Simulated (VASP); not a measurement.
Set up this calculation in VASP 6.6.1, as the native input.

* Task: single point
* Functional: PBE
* Potentials or basis: VASP PAW PBE potentials, release 64 (Ir, F)
* Cutoff: 520 eV
* k mesh: 10 × 7 × 1
* Occupations: gaussian, width 0.1 eV
* Spin: no spin polarisation
* Dipole correction: yes
* Further INCAR settings: ALGO = Normal; EDIFF = 1e-06; NBANDS = 30

The structure of Ir4F lies in POSCAR:

```
Ir4F
1.0
    2.7367600872      0.0000000000      0.0000000000
    0.0000000000      3.8703632323      0.0000000000
    0.0000000000      0.0000000000     19.4599433740
Ir F
4 1
Direct
    0.5000000000      0.5000000000      0.2055504440
    0.0000000000      0.0000000000      0.2758682253
    0.5000000000      0.5000000000      0.3454282602
    0.0000000000      0.0000000000      0.4090424736
    0.3333333333      0.0000000000      0.4985125413
```

The input as run:

INCAR

```
SYSTEM = Ir4F
  ALGO = Normal
  DIPOL = 0.5 0.5 0.347
  EDIFF = 1E-6
  ENCUT = 520
  GGA = PE
  IDIPOL = 3
  ISIF = 2
  ISMEAR = 0
  LASPH = .TRUE.
  LCHARG = .FALSE.
  LDIPOL = .TRUE.
  LREAL = .FALSE.
  LWAVE = .FALSE.
  NBANDS = 30
  NELM = 80
  PREC = Accurate
  SIGMA = 0.1
```

KPOINTS

```
k-points
0
G
  10 7 1
  0 0 0
```

Potentials or basis: VASP PAW PBE potentials, release 64 (Ir, F).

Launch:

```sh
$ cat potpaw_PBE.64/Ir/POTCAR potpaw_PBE.64/F/POTCAR > POTCAR
$ mpirun -np 1 vasp_std > vasp.out
```

It gave:

| Quantity | Value |
| --- | --- |
| Largest force | 1.393 eV/Å |
| Band gap on the k mesh | zero (an odd number of electrons rules out a gap without spin polarisation) |

Caveat: spin-orbit coupling is left out, which moves the levels of the heavy elements; an odd number of electrons without spin polarisation forces a metal; a magnetic or distorted state may lie lower.

Wall time 4 min on 1 thread of Intel(R) Xeon(R) Platinum 8488C (Sapphire Rapids) (shared host), peak memory 0.35 GiB.
